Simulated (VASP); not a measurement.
# SiGe4 in VASP: further runs, part 2 of 2

VASP 6.6.1.

### Step 3. Single point, PBE

INCAR reads:

```
PREC = Accurate
ENCUT = 520
EDIFF = 1E-6
ISMEAR = 0
SIGMA = 0.1
LREAL = F
LASPH = T
NELM = 100
ALGO = Normal
ISIF = 2
LWAVE = F
LCHARG = F
LDIPOL = T
IDIPOL = 3
DIPOL = 0.5 0.5 0.350
GGA = PE
NBANDS = 38
```

KPOINTS reads:

```
Automatic mesh
0
Gamma
  9 9 1
```

POSCAR reads:

```
SiGe4
1.0
    4.0740542171      0.0000000000      0.0000000000
   -2.0370271085      3.5282344484      0.0000000000
    0.0000000000      0.0000000000     19.7403205846
Ge Si
4 1
Direct
    0.3333333333      0.6666666667      0.2026309544
    0.0000000000      0.0000000000      0.2447585800
    0.0000000000      0.0000000000      0.3792011874
    0.6666666667      0.3333333333      0.4174360061
    1.0000000000      1.0000000000      0.5067798860
```

Potentials or basis: VASP PAW PBE potentials, release 64 (Ge_d, Si).

Command:

```console
> cat potpaw_PBE.64/Ge_d/POTCAR potpaw_PBE.64/Si/POTCAR > POTCAR
> mpirun -np 1 vasp_std > vasp.out
```

OUTCAR:

```text
PREC = Accurate
   ENCUT = 520
   EDIFF = 1E-6
   ISMEAR = 0
   LREAL = F
   LASPH = T
   NELM = 100
   ISIF = 2
   GGA = PE

 ion  position               nearest neighbor table
   1  0.333  0.667  0.203-   2 2.49   2 2.49   2 2.49
   2  0.000  0.000  0.245-   1 2.49   1 2.49   1 2.49   3 2.65
   3  0.000  0.000  0.379-   4 2.47   4 2.47   4 2.47   5 2.52   2 2.65
   4  0.667  0.333  0.417-   3 2.47   3 2.47   3 2.47   5 2.94   5 2.94   5 2.94
   5  0.000  0.000  0.507-   3 2.52   4 2.94   4 2.94   4 2.94

  LATTYP: Found a hexagonal cell.
 ALAT       =     4.0740542171
 C/A-ratio  =     4.8453750325

  Lattice vectors:

 A1 = (   4.0740542171,   0.0000000000,   0.0000000000)
 A2 = (  -2.0370271085,   3.5282344484,   0.0000000000)
 A3 = (   0.0000000000,   0.0000000000,  19.7403205846)

Analysis of symmetry for initial positions (statically):
=====================================================================
 Subroutine PRICEL returns:
 Original cell was already a primitive cell.

 Routine SETGRP: Setting up the symmetry group for a
 hexagonal supercell.

 Subroutine GETGRP returns: Found  6 space group operations
 (whereof  6 operations were pure point group operations)
 out of a pool of 24 trial point group operations.

The static configuration has the point symmetry C_3v.

Analysis of symmetry for dynamics (positions and initial velocities):
=====================================================================
 Subroutine PRICEL returns:
 Original cell was already a primitive cell.

 Routine SETGRP: Setting up the symmetry group for a
 hexagonal supercell.

 Subroutine GETGRP returns: Found  6 space group operations
 (whereof  6 operations were pure point group operations)
 out of a pool of 24 trial point group operations.

The dynamic configuration has the point symmetry C_3v.

 Subroutine INISYM returns: Found  6 space group operations
 (whereof  6 operations are pure point group operations),
 and found     1 'primitive' translations

----------------------------------------------------------------------------------------

                                     Primitive cell

  volume of cell :     283.7517

  direct lattice vectors                    reciprocal lattice vectors
     4.074054217  0.000000000  0.000000000     0.245455742  0.141713939  0.000000000
    -2.037027108  3.528234448  0.000000000     0.000000000  0.283427877  0.000000000
     0.000000000  0.000000000 19.740320585     0.000000000  0.000000000  0.050657739

  length of vectors
     4.074054217  4.074054217 19.740320585     0.283427877  0.283427877  0.050657739

  position of ions in fractional coordinates (direct lattice)
     0.333333333  0.666666667  0.202630954
     0.000000000  0.000000000  0.244758580
     0.000000000  0.000000000  0.379201187
     0.666666667  0.333333333  0.417436006
     0.000000000  0.000000000  0.506779886

  ion indices of the primitive-cell ions
   primitive index   ion index
[... 37 lines left out ...]
  0.333333  0.000000  0.000000      6.000000
  0.444444 -0.000000  0.000000      6.000000
  0.111111  0.111111  0.000000      6.000000
  0.222222  0.111111  0.000000     12.000000
  0.333333  0.111111  0.000000     12.000000
  0.444444  0.111111  0.000000      6.000000
  0.222222  0.222222  0.000000      6.000000
  0.333333  0.222222  0.000000     12.000000
  0.333333  0.333333  0.000000      2.000000
   k-points           NKPTS =     12   k-points in BZ     NKDIM =     12   number of bands    NBANDS=     38
   number of dos      NEDOS =    301   number of ions     NIONS =      5
   total plane-waves  NPLWV = 135000
   dimension x,y,z NGX =    30 NGY =   30 NGZ =  150
   dimension x,y,z NGXF=    60 NGYF=   60 NGZF=  300
   ions per type =               4   1
   NGX,Y,Z   is equivalent  to a cutoff of  12.24, 12.24, 12.63 a.u.
   NGXF,Y,Z  is equivalent  to a cutoff of  24.48, 24.48, 25.26 a.u.
 SYSTEM =  unknown system
   PREC   = accura    normal or accurate (medium, high low for compatibility)
   ISTART =      0    job   : 0-new  1-cont  2-samecut
   ICHARG =      2    charge: 1-file 2-atom 10-const
   ISPIN  =      1    spin polarized calculation?
   LNONCOLLINEAR =      F non collinear calculations
   LSORBIT =      F    spin-orbit coupling
   LASPH  =      T    aspherical Exc in radial PAW
   ENCUT  =  520.0 eV  38.22 Ry    6.18 a.u.   7.58  7.58 36.70*2*pi/ulx,y,z
   NELM   =    100;   NELMIN=  2; NELMDL= -5     # of ELM steps
   EDIFF  = 0.1E-05   stopping-criterion for ELM
   LREAL  =      F    real-space projection
   EDIFFG = 0.1E-04   stopping-criterion for IOM
   NSW    =      0    number of steps for IOM
   IBRION =     -1    ionic relax: 0-MD 1-quasi-New 2-CG
   NFREE  =      0    steps in history (QN), initial steepest desc. (CG)
   ISIF   =      2    stress and relaxation
   ISYM   =      2    0-nonsym 1-usesym 2-fastsym
   POTIM  = 0.5000    time-step for ionic-motion
   TEBEG  =    0.0;   TEEND  =   0.0 temperature during run
   PSTRESS=    0.0 pullay stress
   NELECT =      60.0000    total number of electrons
   NUPDOWN=      -1.0000    fix difference up-down
   EMIN   =  10.00;   EMAX   =-10.00  energy-range for DOS
   EFERMI =   0.00;   METHOD = LEGACY
   ISMEAR =     0;   SIGMA  =   0.10  broadening in eV -4-tet -1-fermi 0-gaus
   EFERMI_NEDOS =   21; number of points for ismear=-14 and -15
   IALGO  =     38    algorithm
   IMIX   =      4    mixing-type and parameters
     AMIX     =   0.40;   BMIX     =  1.00
     AMIX_MAG =   1.60;   BMIX_MAG =  1.00
  volume/ion in A,a.u.               =      56.75       382.97
  Fermi-wavevector in a.u.,A,eV,Ry     =   0.975317  1.843082 12.942449  0.951243
  Thomas-Fermi vector in A             =   2.105847
   LORBIT       =      0    0 simple, 1 ext, 2 COOP (PROOUT), +10 PAW based schemes
   GGA     = PE    functional components
   LHFCALC =     F    Hartree Fock is set to
   AEXX    =    0.0000 exact exchange contribution
   IVDW    =     0    specifies the selected vdW correction
   LEPSILON=     F    determine dielectric tensor
   LRPA    =     F    only Hartree local field effects (RPA)
 non-spin polarized calculation
 Gauss-broadening in eV      SIGMA  =   0.10
  energy-cutoff  :      520.00
  volume of cell :      283.75
 maximum number of plane-waves:      7693
   NGX = 15   NGY = 15   NGZ = 73

 dipolmoment           0.000000      0.000000      0.005231 electrons x Angstroem

 number of electron      59.9999957 magnetization

 dipolmoment           0.000000      0.000000     -0.032438 electrons x Angstroem

 Free energy of the ion-electron system (eV)
  ---------------------------------------------------
  ext. energy  EPLUGINS =         0.00000000
  ---------------------------------------------------
  free energy    TOTEN  =       -20.29056231 eV

  energy without entropy =      -20.28172642  energy(sigma->0) =      -20.28614437

 E-fermi :  -0.8942     XC(G=0):  -4.7507

 val. band max:       -0.9133955262   @ k =   0.0000   0.0000   0.0000
 cond. band min:      -0.8698159764   @ k =   0.4444  -0.0000   0.0000
 fundamental gap:      0.0435795499
 Fermi energy:        -0.8941858224

 k-point     1 :       0.0000    0.0000    0.0000
  band No.  band energies     occupation
      1     -25.8694      2.00000
      2     -25.8694      2.00000
      3     -25.8023      2.00000
      4     -25.8023      2.00000
      5     -25.7372      2.00000
      6     -25.6980      2.00000
[... 481 lines left out ...]
     37       4.2967      0.00000
     38       4.4147      0.00000

------------------------ aborting loop because EDIFF is reached ----------------------------------------

 vacuum level on the upper side and lower side of the slab       (xc-potential included)        -0.329         0.185

  FORCE on cell =-STRESS in cart. coord.  units (eV):
  Direction    XX          YY          ZZ          XY          YZ          ZX
  --------------------------------------------------------------------------------------
  -------------------------------------------------------------------------------------
  Total       -0.5512812     -0.5512812      0.8637936     -0.0000000     -0.0000000      0.0000000
  in kB       -3.1127575     -3.1127575      4.8773296     -0.0000000     -0.0000000      0.0000000
  external PRESSURE =      -0.4493951 kB  Pullay stress =       0.0000000 kB

 VOLUME and BASIS-vectors are now :
 -----------------------------------------------------------------------------
  energy-cutoff  :      520.00
  volume of cell :      283.75
      direct lattice vectors                 reciprocal lattice vectors
     4.074054217  0.000000000  0.000000000     0.245455742  0.141713939  0.000000000
    -2.037027108  3.528234448  0.000000000     0.000000000  0.283427877  0.000000000
     0.000000000  0.000000000 19.740320585     0.000000000  0.000000000  0.050657739

 POSITION                                       TOTAL-FORCE (eV/Angst)
 -----------------------------------------------------------------------------------
     -0.00000      2.35216      4.00000         0.000000     -0.000000      0.146251
      0.00000      0.00000      4.83161         0.000000     -0.000000     -0.119913
      0.00000      0.00000      7.48555        -0.000000     -0.000000     -1.475750
      2.03703      1.17608      8.24032         0.000000      0.000000      1.448391
      0.00000      0.00000     10.00400         0.000000     -0.000000      0.001022
 -----------------------------------------------------------------------------------
    total drift:                               -0.000000     -0.000000     -0.000670

  FREE ENERGIE OF THE ION-ELECTRON SYSTEM (eV)
  ---------------------------------------------------
  free  energy   TOTEN  =       -20.2905623130 eV

  energy  without entropy=      -20.2817264228  energy(sigma->0) =      -20.28614437

 vacuum level on the upper side and lower side of the slab         3.511         3.999
```

It took 4.4 min on 1 thread of Intel Xeon 6975P-C, shared host; peak memory 0.41 GiB.

Results:

```yaml
Free_energy: -20.2906 eV
Largest_force: 1.476 eV/Å
Band_gap_on_the_k_mesh: zero (band 30 reaches -0.71 eV, above the bottom of band 31 at -0.94 eV)
```

Forces on the atoms (eV/Å):
```
Ge   0.000  0.000  0.146
Ge   0.000  0.000 -0.120
Ge   0.000  0.000 -1.476
Ge   0.000  0.000  1.448
Si   0.000  0.000  0.001
```

Levels at points of the mesh, in eV from the Fermi level:
| k point | band 26 | band 27 | band 28 | band 29 | band 30 | band 31 | band 32 | band 33 | band 34 | band 35 |
| --- | --- | --- | --- | --- | --- | --- | --- | --- | --- | --- |
| (0.00, 0.00, 0.00) | -1.65 | -1.65 | -1.49 | -0.02 | -0.02 | 1.01 | 1.59 | 2.17 | 2.17 | 2.87 |

### Step 4. Single point, PBE

INCAR reads:

```
SYSTEM = SiGe4
ALGO = Normal
DIPOL = 0.5 0.5 0.315
EDIFF = 1E-6
ENCUT = 520
GGA = PE
IDIPOL = 3
ISIF = 2
ISMEAR = 0
LASPH = .TRUE.
LCHARG = .FALSE.
LDIPOL = .TRUE.
LREAL = .FALSE.
LWAVE = .FALSE.
NBANDS = 38
NELM = 80
PREC = Accurate
SIGMA = 0.1
```

KPOINTS reads:

```
k-points
0
G
  9 9 1
  0 0 0
```

POSCAR: that of step 3 with these lines changed.

```diff
@@ -12,2 +12,2 @@
     0.6666666667      0.3333333333      0.4174360061
-    1.0000000000      1.0000000000      0.5067798860
+    1.3333333333      0.6666666667      0.3288185166
```

Command:

```console
> cat potpaw_PBE.64/Ge_d/POTCAR potpaw_PBE.64/Si/POTCAR > POTCAR
> mpirun -np 1 vasp_std > vasp.out
```

Wall time 4.5 min (1 thread of Intel Xeon 6975P-C, shared host); peak memory 0.41 GiB.

It converged, with:

```
Free energy            : -20.5852 eV
Largest force          : 0.824 eV/Å
Band gap on the k mesh : zero (band 30 reaches 0.09 eV, above the bottom of band 31 at -0.56 eV)
```

Forces on the atoms (eV/Å):
```
Ge   0.000  0.000 -0.824
Ge   0.000  0.000  0.131
Ge   0.000  0.000 -0.068
Ge   0.000  0.000  0.747
Si   0.000  0.000  0.014
```

Levels at points of the mesh, in eV from the Fermi level:
```tsv
k point	band 26	band 27	band 28	band 29	band 30	band 31	band 32	band 33	band 34	band 35
(0.00, 0.00, 0.00)	-2.80	-2.80	-1.53	-1.53	-0.71	-0.33	-0.33	0.51	0.71	2.52
```

### Step 5. Single point, PBE

INCAR reads:

```
PREC = Accurate ; ENCUT = 520
EDIFF = 1E-6 ; ISMEAR = 0
SIGMA = 0.1 ; LREAL = F
LASPH = T ; NELM = 80
ALGO = Normal ; ISIF = 2
LWAVE = F ; LCHARG = F
LDIPOL = T ; IDIPOL = 3
DIPOL = 0.5 0.5 0.315 ; GGA = PE
NBANDS = 38
```

KPOINTS reads:

```
regular mesh
0
Gamma
  9 9 1
```

POSCAR is that of step 4.

Potentials or basis: VASP PAW PBE potentials, release 64 (Ge_d, Si).

Command:

```console
> cat potpaw_PBE.64/Ge_d/POTCAR potpaw_PBE.64/Si/POTCAR > POTCAR
> mpirun -np 1 vasp_std > vasp.out
```

OUTCAR:

```text
PREC = Accurate
   ENCUT = 520
   EDIFF = 1E-6
   ISMEAR = 0
   LREAL = F
   LASPH = T
   NELM = 80
   ISIF = 2
   GGA = PE

 ion  position               nearest neighbor table
   1  0.333  0.667  0.203-   5 2.49   2 2.49   2 2.49   2 2.49
   2  0.000  0.000  0.245-   1 2.49   1 2.49   1 2.49   3 2.65   5 2.88   5 2.88   5 2.88
   3  0.000  0.000  0.379-   4 2.47   4 2.47   4 2.47   5 2.55   5 2.55   5 2.55   2 2.65
   4  0.667  0.333  0.417-   3 2.47   3 2.47   3 2.47   5 2.93   5 2.93   5 2.93
   5  0.333  0.667  0.329-   1 2.49   3 2.55   3 2.55   3 2.55   2 2.88   2 2.88   2 2.88   4 2.93
                             4 2.93   4 2.93

  LATTYP: Found a hexagonal cell.
 ALAT       =     4.0740542171
 C/A-ratio  =     4.8453750325

  Lattice vectors:

 A1 = (   4.0740542171,   0.0000000000,   0.0000000000)
 A2 = (  -2.0370271085,   3.5282344484,   0.0000000000)
 A3 = (   0.0000000000,   0.0000000000,  19.7403205846)

Analysis of symmetry for initial positions (statically):
=====================================================================
 Subroutine PRICEL returns:
[... 174 lines left out ...]

 k-point     1 :       0.0000    0.0000    0.0000
  band No.  band energies     occupation
      1     -25.3840      2.00000
      2     -25.3840      2.00000
      3     -25.3543      2.00000
      4     -25.3499      2.00000
      5     -25.3499      2.00000
      6     -25.3191      2.00000
[... 481 lines left out ...]
     37       4.9088      0.00000
     38       5.1863      0.00000

------------------------ aborting loop because EDIFF is reached ----------------------------------------

 vacuum level on the upper side and lower side of the slab       (xc-potential included)        -0.152        -0.112

  FORCE on cell =-STRESS in cart. coord.  units (eV):
  Direction    XX          YY          ZZ          XY          YZ          ZX
  --------------------------------------------------------------------------------------
  -------------------------------------------------------------------------------------
  Total        8.2123589      8.2123589      3.0395201      0.0000000      0.0000000     -0.0000000
  in kB       46.3703165     46.3703165     17.1623658      0.0000000      0.0000000     -0.0000000
  external PRESSURE =      36.6343329 kB  Pullay stress =       0.0000000 kB

 VOLUME and BASIS-vectors are now :
 -----------------------------------------------------------------------------
  energy-cutoff  :      520.00
  volume of cell :      283.75
      direct lattice vectors                 reciprocal lattice vectors
     4.074054217  0.000000000  0.000000000     0.245455742  0.141713939  0.000000000
    -2.037027108  3.528234448  0.000000000     0.000000000  0.283427877  0.000000000
     0.000000000  0.000000000 19.740320585     0.000000000  0.000000000  0.050657739

 POSITION                                       TOTAL-FORCE (eV/Angst)
 -----------------------------------------------------------------------------------
     -0.00000      2.35216      4.00000         0.000000      0.000000     -0.823907
      0.00000      0.00000      4.83161         0.000000      0.000000      0.131117
      0.00000      0.00000      7.48555        -0.000000     -0.000000     -0.067747
      2.03703      1.17608      8.24032        -0.000000      0.000000      0.746942
     -0.00000      2.35216      6.49098         0.000000      0.000000      0.013594
 -----------------------------------------------------------------------------------
    total drift:                                0.000000     -0.000001     -0.000654

  FREE ENERGIE OF THE ION-ELECTRON SYSTEM (eV)
  ---------------------------------------------------
  free  energy   TOTEN  =       -20.5852416216 eV

  energy  without entropy=      -20.5809574415  energy(sigma->0) =      -20.58309953

 vacuum level on the upper side and lower side of the slab         3.516         3.551
```

OSZICAR:

```text
N       E                     dE             d eps       ncg     rms          rms(c)
DAV:   1     0.553346893267E+03    0.55335E+03   -0.31239E+04  1092   0.266E+03
DAV:   2     0.661465332620E+02   -0.48720E+03   -0.47378E+03  1006   0.710E+02
DAV:   3    -0.163876566733E+02   -0.82534E+02   -0.81726E+02  1254   0.193E+02
DAV:   4    -0.208014058495E+02   -0.44137E+01   -0.43992E+01  1076   0.540E+01
[... 15 lines left out ...]
DAV:  20    -0.205852205732E+02   -0.57008E-04   -0.65771E-06   944   0.106E-01    0.127E-03
DAV:  21    -0.205852301923E+02   -0.96191E-05   -0.59506E-07   824   0.113E-02    0.674E-04
DAV:  22    -0.205852379362E+02   -0.77440E-05   -0.36334E-07   740   0.183E-02    0.420E-04
DAV:  23    -0.205852406662E+02   -0.27300E-05   -0.16970E-07   736   0.127E-02    0.125E-04
DAV:  24    -0.205852416216E+02   -0.95541E-06   -0.14012E-07   684   0.582E-03
   1 F= -.20585242E+02 E0= -.20583100E+02  d E =-.428418E-02
```

Run time: 4.6 min. Hardware: 1 thread of Intel Xeon 6975P-C, shared host; peak memory 0.41 GiB.

What came out:

* Free energy: -20.5852 eV
* Largest force: 0.824 eV/Å
* Band gap on the k mesh: zero (band 30 reaches 0.09 eV, above the bottom of band 31 at -0.56 eV)

Forces on the atoms (eV/Å):
```
Ge   0.000  0.000 -0.824
Ge   0.000  0.000  0.131
Ge   0.000  0.000 -0.068
Ge   0.000  0.000  0.747
Si   0.000  0.000  0.014
```

Levels at points of the mesh, in eV from the Fermi level:
| k point | band 27 | band 28 | band 29 | band 30 | band 31 | band 32 | band 33 | band 34 |
| --- | --- | --- | --- | --- | --- | --- | --- | --- |
| (0.00, 0.00, 0.00) | -2.80 | -1.53 | -1.53 | -0.71 | -0.33 | -0.33 | 0.51 | 0.71 |
